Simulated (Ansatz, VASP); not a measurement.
## One calculation of RuC5, two programs

```xyz
6
Lattice="4.8060 0.0000 0.0000 -2.4030 4.1621 0.0000 0.0000 0.0000 2.8007" Properties=species:S:1:pos:R:3 pbc="T T T"
Ru    0.0000    0.0000    0.0000
C     2.4030    0.0000    0.0000
C    -1.2015    2.0810    0.0000
C     1.2015    2.0810    0.0000
C     0.0000    2.7747    0.0000
C     2.4030    1.3874    0.0000
```

Alike in both runs: functional PBE; k mesh 6 × 6 × 6; occupations gaussian, width 0.1 eV; no spin polarisation.

Ansatz relaxed the structure, and its values are those at the end. VASP's run is a single point on that final structure, the one shown.

```csv
,VASP,Ansatz
version,VASP 6.6.1,Ansatz 0.2.0
potentials or method,"VASP PAW PBE potentials, release 64 (Ru_pv, C), cutoff 520 eV","scalar-relativistic, plane waves, PAW"
valence electrons in the cell,34,36
```

VASP gave:

| Quantity | Value |
| --- | --- |
| gap on the k mesh at the Fermi level (eV) | none |
| pressure (GPa) | -0.1 |

Q: What did Ansatz give for the same quantities?

A: gap on the k mesh at the Fermi level (eV): none; pressure (GPa): -0.3.

A gap of «none» marks a metal or a gap that the smearing closes. VASP's potentials hold 34 valence electrons a cell and Ansatz's 36, so a difference there can come from the potentials and not from the codes.

The k mesh is coarse, so the values compare programs but aren't converged.
